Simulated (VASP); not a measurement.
Input of a VASP 6.6.1 run:

INCAR

```
PREC = Accurate
ENCUT = 600
EDIFF = 1E-6
ISMEAR = -1
SIGMA = 0.05
LREAL = False
LASPH = True
NELM = 120
ALGO = Normal
ISIF = 2
LWAVE = False
LCHARG = False
GGA = PS
NBANDS = 24
GGA_COMPAT = False
```

Contents of KPOINTS:

```
regular mesh
0
Gamma
  7 7 7
```

POSCAR

```
CdF2
1.0
    0.0000000000      2.7478800000      2.6940000000
    2.7478800000      0.0000000000      2.6940000000
    2.7478800000      2.7478800000      0.0000000000
Cd F
1 2
Direct
    0.0000000000      0.0000000000      0.0000000000
    0.7500000000      0.7500000000      0.7500000000
    0.2500000000      0.2500000000      0.2500000000
```

Potentials or basis: VASP PAW PBE potentials, release 64 (Cd_sv_GW, F).

Command:

```bash
$ cat potpaw_PBE.64/Cd_sv_GW/POTCAR potpaw_PBE.64/F/POTCAR > POTCAR
$ mpirun -np 1 vasp_std > vasp.out
```

**Question.** Estimate the band gap on the k mesh.

**Answer.** 2.81 eV, indirect (least direct gap 3.30 eV).

**Question.** Predict the pressure.

**Answer.** -4.8 GPa.

Stress tensor (GPa, compression positive):
```
-5.51  0.00  0.00
 0.00 -5.51  0.00
 0.00  0.00 -3.37
```

Caveat: the PAW data sets were made with another functional, which shifts forces and pressure a little. Expect the measured gap to be larger: semilocal functionals such as PBEsol lack the derivative discontinuity.
